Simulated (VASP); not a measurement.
# ZrH (P4_2/mmc) in VASP: a series of runs, part 2 of 2

VASP 6.6.1. Earlier steps stand in the parts before.

**4. Relaxation of cell and atoms, PBEsol**

Input file INCAR:

```
PREC = Accurate ; ENCUT = 600
EDIFF = 1E-7 ; ISMEAR = -1
SIGMA = 0.15 ; LREAL = False
LASPH = True ; NELM = 80
ALGO = Normal ; ISIF = 3
LWAVE = False ; LCHARG = False
GGA = PS ; IBRION = 2
NSW = 80 ; EDIFFG = -0.001
```

Input file KPOINTS:

```
regular mesh
0
Gamma
  14 14 8
```

Input file POSCAR:

```
ZrH
1.0
    3.1902763251      0.0000000000      0.0000000000
    0.0000000000      3.1902763251      0.0000000000
    0.0000000000      0.0000000000      4.9905072820
Zr H
2 2
Direct
    0.0000000000      0.5000000000      0.0000000000
    0.5000000000      0.0000000000      0.5000000000
    0.0000000000      0.0000000000      0.7500000000
    0.0000000000      0.0000000000      0.2500000000
```

Potentials or basis: VASP PAW PBE potentials, release 64 (Zr_sv, H).

The run is started by

```console
cat potpaw_PBE.64/Zr_sv/POTCAR potpaw_PBE.64/H/POTCAR > POTCAR
mpirun -np 1 vasp_std > vasp.out
```

OUTCAR:

```text
PREC = Accurate
   ENCUT = 600
   EDIFF = 1E-7
   ISMEAR = -1
   LREAL = False
   LASPH = True
   NELM = 80
   ISIF = 3
   GGA = PS
   IBRION = 2
   NSW = 80
   EDIFFG = -0.001

 ion  position               nearest neighbor table
   1  0.000  0.500  0.000-   3 2.03   4 2.03   3 2.03   4 2.03   2 3.36   2 3.36   2 3.36   2 3.36
                             2 3.36   2 3.36   2 3.36   2 3.36
   2  0.500  0.000  0.500-   3 2.03   4 2.03   3 2.03   4 2.03   1 3.36   1 3.36   1 3.36   1 3.36
                             1 3.36   1 3.36   1 3.36   1 3.36
   3  0.000  0.000  0.750-   1 2.03   2 2.03   1 2.03   2 2.03
   4  0.000  0.000  0.250-   1 2.03   2 2.03   1 2.03   2 2.03

  LATTYP: Found a simple tetragonal cell.
 ALAT       =     3.1902763251
 C/A-ratio  =     1.5642868433

  Lattice vectors:

 A1 = (   3.1902763251,   0.0000000000,   0.0000000000)
 A2 = (   0.0000000000,   3.1902763251,   0.0000000000)
 A3 = (   0.0000000000,   0.0000000000,   4.9905072820)

Analysis of symmetry for initial positions (statically):
=====================================================================
 Subroutine PRICEL returns:
 Original cell was already a primitive cell.

 Routine SETGRP: Setting up the symmetry group for a
 simple tetragonal supercell.

 Subroutine GETGRP returns: Found 16 space group operations
 (whereof  8 operations were pure point group operations)
 out of a pool of 16 trial point group operations.

The static configuration has the point symmetry D_2h.
 The point group associated with its full space group is D_4h.

Analysis of symmetry for dynamics (positions and initial velocities):
=====================================================================
 Subroutine PRICEL returns:
 Original cell was already a primitive cell.

 Routine SETGRP: Setting up the symmetry group for a
 simple tetragonal supercell.

 Subroutine GETGRP returns: Found 16 space group operations
 (whereof  8 operations were pure point group operations)
 out of a pool of 16 trial point group operations.

The dynamic configuration has the point symmetry D_2h.
 The point group associated with its full space group is D_4h.

 Subroutine INISYM returns: Found 16 space group operations
 (whereof  8 operations are pure point group operations),
 and found     1 'primitive' translations

----------------------------------------------------------------------------------------

                                     Primitive cell

  volume of cell :      50.7927

  direct lattice vectors                    reciprocal lattice vectors
     3.190276325  0.000000000  0.000000000     0.313452472  0.000000000  0.000000000
     0.000000000  3.190276325  0.000000000     0.000000000  0.313452472  0.000000000
     0.000000000  0.000000000  4.990507282     0.000000000  0.000000000  0.200380431

  length of vectors
     3.190276325  3.190276325  4.990507282     0.313452472  0.313452472  0.200380431

  position of ions in fractional coordinates (direct lattice)
     0.000000000  0.500000000  0.000000000
     0.500000000  0.000000000  0.500000000
     0.000000000  0.000000000  0.750000000
     0.000000000  0.000000000  0.250000000

[... 36 lines left out ...]
  0.071429  0.000000  0.000000      4.000000
  0.142857  0.000000  0.000000      4.000000
  0.214286  0.000000  0.000000      4.000000
  0.285714  0.000000  0.000000      4.000000
  0.357143  0.000000  0.000000      4.000000
[... 16 lines left out ...]
  0.285714  0.214286  0.000000      8.000000
  0.357143  0.214286  0.000000      8.000000
 [... further k-points ...]
   k-points           NKPTS =    180   k-points in BZ     NKDIM =    180   number of bands    NBANDS=     17
   number of dos      NEDOS =    301   number of ions     NIONS =      4
   total plane-waves  NPLWV =  31360
   dimension x,y,z NGX =    28 NGY =   28 NGZ =   40
   dimension x,y,z NGXF=    56 NGYF=   56 NGZF=   80
   ions per type =               2   2
   NGX,Y,Z   is equivalent  to a cutoff of  14.59, 14.59, 13.32 a.u.
   NGXF,Y,Z  is equivalent  to a cutoff of  29.18, 29.18, 26.65 a.u.
 SYSTEM =  unknown system
   PREC   = accura    normal or accurate (medium, high low for compatibility)
   ISTART =      0    job   : 0-new  1-cont  2-samecut
   ICHARG =      2    charge: 1-file 2-atom 10-const
   ISPIN  =      1    spin polarized calculation?
   LNONCOLLINEAR =      F non collinear calculations
   LSORBIT =      F    spin-orbit coupling
   LASPH  =      T    aspherical Exc in radial PAW
   ENCUT  =  600.0 eV  44.10 Ry    6.64 a.u.   6.37  6.37  9.97*2*pi/ulx,y,z
   NELM   =     80;   NELMIN=  2; NELMDL= -5     # of ELM steps
   EDIFF  = 0.1E-06   stopping-criterion for ELM
   LREAL  =      F    real-space projection
   EDIFFG = -.1E-02   stopping-criterion for IOM
   NSW    =     80    number of steps for IOM
   IBRION =      2    ionic relax: 0-MD 1-quasi-New 2-CG
   NFREE  =      1    steps in history (QN), initial steepest desc. (CG)
   ISIF   =      3    stress and relaxation
   ISYM   =      2    0-nonsym 1-usesym 2-fastsym
   POTIM  = 0.5000    time-step for ionic-motion
   TEBEG  =    0.0;   TEEND  =   0.0 temperature during run
   PSTRESS=    0.0 pullay stress
   NELECT =      26.0000    total number of electrons
   NUPDOWN=      -1.0000    fix difference up-down
   EMIN   =  10.00;   EMAX   =-10.00  energy-range for DOS
   EFERMI =   0.00;   METHOD = LEGACY
   ISMEAR =    -1;   SIGMA  =   0.15  broadening in eV -4-tet -1-fermi 0-gaus
   EFERMI_NEDOS =   21; number of points for ismear=-14 and -15
   IALGO  =     38    algorithm
   IMIX   =      4    mixing-type and parameters
     AMIX     =   0.40;   BMIX     =  1.00
     AMIX_MAG =   1.60;   BMIX_MAG =  1.00
  volume/ion in A,a.u.               =      12.70        85.69
  Fermi-wavevector in a.u.,A,eV,Ry     =   1.309580  2.474748 23.334004  1.715001
  Thomas-Fermi vector in A             =   2.440169
   LORBIT       =      0    0 simple, 1 ext, 2 COOP (PROOUT), +10 PAW based schemes
   GGA     = PS    functional components
   LHFCALC =     F    Hartree Fock is set to
   AEXX    =    0.0000 exact exchange contribution
   IVDW    =     0    specifies the selected vdW correction
   LEPSILON=     F    determine dielectric tensor
   LRPA    =     F    only Hartree local field effects (RPA)
 conjugate gradient relaxation of ions
 non-spin polarized calculation
  energy-cutoff  :      600.00
  volume of cell :       50.79
 maximum number of plane-waves:      1718
 NGX is ok and might be reduce to    28
   NGX = 13   NGY = 13   NGZ = 19

--------------------------------------- Ionic step        1  -------------------------------------------

 number of electron      26.0000002 magnetization

 Free energy of the ion-electron system (eV)
  ---------------------------------------------------
  ext. energy  EPLUGINS =         0.00000000
  ---------------------------------------------------
  free energy    TOTEN  =       -26.74038317 eV

  energy without entropy =      -26.57797767  energy(sigma->0) =      -26.65918042

------------------------ aborting loop because EDIFF is reached ----------------------------------------

  FORCE on cell =-STRESS in cart. coord.  units (eV):
  Direction    XX          YY          ZZ          XY          YZ          ZX
  --------------------------------------------------------------------------------------
  -------------------------------------------------------------------------------------
  Total        0.0973948      0.0973948      0.1209156      0.0000000      0.0000000      0.0000000
  in kB        3.0721674      3.0721674      3.8140958      0.0000000      0.0000000      0.0000000
  external PRESSURE =       3.3194769 kB  Pullay stress =       0.0000000 kB
[... 63 lines left out ...]
--------------------------------------- Ionic step        3  -------------------------------------------

 number of electron      26.0000002 magnetization

 Free energy of the ion-electron system (eV)
  ---------------------------------------------------
  ext. energy  EPLUGINS =         0.00000000
  ---------------------------------------------------
  free energy    TOTEN  =       -26.74052614 eV

  energy without entropy =      -26.57773383  energy(sigma->0) =      -26.65912999

 E-fermi :   8.3089     XC(G=0): -11.2570

 val. band max:        8.3024533818   @ k =   0.3571   0.2857   0.3750
 cond. band min:       8.3138220486   @ k =   0.5000   0.1429   0.1250
 fundamental gap:      0.0113686668
 Fermi energy:         8.3089188263

 k-point     1 :       0.0000    0.0000    0.0000
  band No.  band energies     occupation
      1     -40.4134      2.00000
      2     -40.3015      2.00000
      3     -18.8559      2.00000
      4     -18.2803      2.00000
      5     -18.2803      2.00000
      6     -18.1101      2.00000
[... 457 lines left out ...]
      4     -18.5371      2.00000
      5     -18.5228      2.00000
      6     -18.3897      2.00000
[... 9 lines left out ...]
     16      10.4778      0.00000
     17      10.9291      0.00000

 [... further k-points ...]
[... 5 lines left out ...]
  --------------------------------------------------------------------------------------
  -------------------------------------------------------------------------------------
  Total       -0.0028162     -0.0028162      0.0032245     -0.0000000      0.0000000      0.0000000
  in kB       -0.0885929     -0.0885929      0.1014378     -0.0000000      0.0000000      0.0000000
  external PRESSURE =      -0.0252493 kB  Pullay stress =       0.0000000 kB
[... 19 lines left out ...]
  FREE ENERGIE OF THE ION-ELECTRON SYSTEM (eV)
  ---------------------------------------------------
  free  energy   TOTEN  =       -26.7405261434 eV

  energy  without entropy=      -26.5777338299  energy(sigma->0) =      -26.65912999

 reached required accuracy - stopping structural energy minimisation
```

OSZICAR:

```text
N       E                     dE             d eps       ncg     rms          rms(c)
DAV:   1     0.246926809395E+03    0.24693E+03   -0.15522E+04  6120   0.168E+03
DAV:   2    -0.107312846019E+02   -0.25766E+03   -0.25473E+03  7343   0.441E+02
DAV:   3    -0.282785976297E+02   -0.17547E+02   -0.17347E+02 11325   0.895E+01
[... 27 lines left out ...]
DAV:   4    -0.267405192575E+02   -0.71607E-05   -0.25927E-05  7786   0.249E-02    0.109E-02
DAV:   5    -0.267405250386E+02   -0.57811E-05   -0.13533E-05  9384   0.211E-02    0.563E-03
DAV:   6    -0.267405259921E+02   -0.95352E-06   -0.64807E-07  5855   0.676E-03    0.778E-04
DAV:   7    -0.267405261430E+02   -0.15089E-06   -0.48643E-08  3334   0.278E-03    0.186E-04
DAV:   8    -0.267405261434E+02   -0.38472E-09   -0.14996E-08  3263   0.137E-03
   3 F= -.26740526E+02 E0= -.26659130E+02  d E =-.142977E-03
```

It took 5.7 min on 1 thread of Oxide Virtual Turin-like, shared host; peak memory 0.28 GiB.

What came out:

```
Free energy                            : -26.7405 eV
Relaxed volume                         : 12.73 Å³/atom
Relaxed cell                           : a = 3.193 Å, b = 3.193 Å, c = 4.996 Å, α = 90.00°, β = 90.00°, γ = 90.00°
Space group after relaxing (to 0.05 Å) : P4_2/mmc (No. 131)
Energy gained by relaxing              : 0.0 meV/atom
Ionic steps                            : 3
Pressure after relaxing                : 0.0 GPa
Band gap on the k mesh                 : zero (band 13 reaches 8.61 eV, above the bottom of band 14 at 7.70 eV)
```

The path:
| step | energy change (eV) | largest force (eV/Å) | pressure (GPa) | volume (Å³) |
| --- | --- | --- | --- | --- |
| 1 | 0.0000 | 0.0000 | 0.33 | 50.79 |
| 2 | -0.0001 | 0.0000 | -0.14 | 50.99 |
| 3 | -0.0001 | 0.0000 | 0.00 | 50.93 |

Final structure:
```
CELL_PARAMETERS angstrom
3.19293 0.00000 0.00000
0.00000 3.19293 0.00000
0.00000 0.00000 4.99566
ATOMIC_POSITIONS crystal
Zr 0.00000 0.50000 0.00000
Zr 0.50000 0.00000 0.50000
H 0.00000 0.00000 0.75000
H 0.00000 0.00000 0.25000
```

Caveat: the PAW data sets were made with another functional, which shifts forces and pressure a little.

**5. Relaxation of cell and atoms, PBEsol**

This run uses another cell than the first one, of 13.01 Å³/atom, 1.024 times its volume.

Input file INCAR:

```
SYSTEM = ZrH
PREC = Accurate
ENCUT = 600
EDIFF = 1E-6
ISMEAR = 0
SIGMA = 0.1
LREAL = .FALSE.
LASPH = .TRUE.
NELM = 80
ALGO = Normal
ISIF = 3
LWAVE = .FALSE.
LCHARG = .FALSE.
GGA = PS
IBRION = 2
NSW = 100
EDIFFG = -0.005
```

Input file KPOINTS:

```
Automatic mesh
0
G
  14 14 8
  0 0 0
```

Input file POSCAR:

```
ZrH
1.0
    3.2427916985      0.0000000000      0.0000000000
    0.0000000000      3.2427916985      0.0000000000
    0.0000000000      0.0000000000      4.9480000000
Zr H
2 2
Direct
    0.0000000000      0.5000000000      0.0000000000
    0.5000000000      0.0000000000      0.5000000000
    0.0000000000      0.0000000000      0.7500000000
    0.0000000000      0.0000000000      0.2500000000
```

The run is started by

```console
cat potpaw_PBE.64/Zr_sv/POTCAR potpaw_PBE.64/H/POTCAR > POTCAR
mpirun -np 1 vasp_std > vasp.out
```

It took 8.1 min on 1 thread of Oxide Virtual Turin-like, shared host; peak memory 0.29 GiB.

Results (log left out):

| Item | Value |
| --- | --- |
| Free energy | -26.6684 eV |
| Relaxed volume | 12.71 Å³/atom |
| Relaxed cell | a = 3.191 Å, b = 3.191 Å, c = 4.992 Å, α = 90.00°, β = 90.00°, γ = 90.00° |
| Space group after relaxing (to 0.05 Å) | P4_2/mmc (No. 131) |
| Energy gained by relaxing | 3.6 meV/atom |
| Ionic steps | 6 |
| Pressure after relaxing | 0.0 GPa |
| Band gap on the k mesh | zero (band 13 reaches 8.62 eV, above the bottom of band 14 at 7.71 eV) |

Step by step:
```tsv
step	energy change (eV)	largest force (eV/Å)	pressure (GPa)	volume (Å³)
1	0.0000	0.0000	-2.52	52.03
2	-0.0101	0.0000	0.99	50.51
3	-0.0108	0.0000	0.26	50.81
4	-0.0127	0.0000	0.19	50.82
5	-0.0142	0.0000	0.05	50.83
6	-0.0143	0.0000	0.04	50.83
```

Final structure:
```xyz
4
Lattice="3.1910 0.0000 0.0000 0.0000 3.1910 0.0000 0.0000 0.0000 4.9917" Properties=species:S:1:pos:R:3 pbc="T T T"
Zr    0.0000    1.5955    0.0000
Zr    1.5955    0.0000    2.4959
H     3.1910    0.0000    3.7438
H     0.0000    3.1910    1.2479
```

Levels at points of the mesh, in eV from the Fermi level:
| k point | band 9 | band 10 | band 11 | band 12 | band 13 | band 14 | band 15 | band 16 | band 17 |
| --- | --- | --- | --- | --- | --- | --- | --- | --- | --- |
| (0.00, 0.00, 0.00) | -8.51 | -3.49 | -3.07 | -2.87 | -0.05 | 0.81 | 0.81 | 2.16 | 3.64 |
| (0.50, 0.00, 0.00) | -6.32 | -5.48 | -1.89 | -0.81 | -0.55 | -0.25 | 1.80 | 2.05 | 2.44 |
| (0.50, 0.50, 0.00) | -6.76 | -3.71 | -2.97 | -2.97 | -1.90 | 3.10 | 3.98 | 4.44 | 4.44 |
| (0.00, 0.00, 0.50) | -6.71 | -6.71 | -1.77 | -1.77 | -0.08 | -0.08 | 1.94 | 1.94 | 2.54 |
| (0.50, 0.00, 0.50) | -7.37 | -3.91 | -2.81 | -0.24 | 0.18 | 0.63 | 0.75 | 1.25 | 4.13 |
| (0.50, 0.50, 0.50) | -5.43 | -5.43 | -2.05 | -2.05 | -0.28 | -0.28 | 1.61 | 1.61 | 5.47 |

Caveat: the PAW data sets were made with another functional, which shifts forces and pressure a little.

**6. Summary**

```csv
task,cell,cutoff (eV),smearing,gap on the mesh (eV),pressure (GPa),relaxed volume (Å³/atom)
relaxation of cell and atoms,"relaxed from a = 3.190, b = 3.190, c = 4.991 Å, 4 atoms",600,fermi-dirac 0.15 eV,none,0.0,12.73
single point,"a = 3.191, b = 3.191, c = 4.996 Å, 4 atoms",520,fermi-dirac 0.15 eV,none,0.0,-
relaxation of cell and atoms,"relaxed from a = 3.243, b = 3.243, c = 4.948 Å, 4 atoms",600,gaussian 0.1 eV,none,0.0,12.71
```

Alike in all rows: level PBEsol; potentials or basis VASP PAW PBE potentials, release 64 (Zr_sv, H); no spin polarisation; k mesh 14 × 14 × 8.

Caveats: the PAW data sets were made with another functional, which shifts forces and pressure a little.

Absolute energies hang on the potentials; compare differences alone.
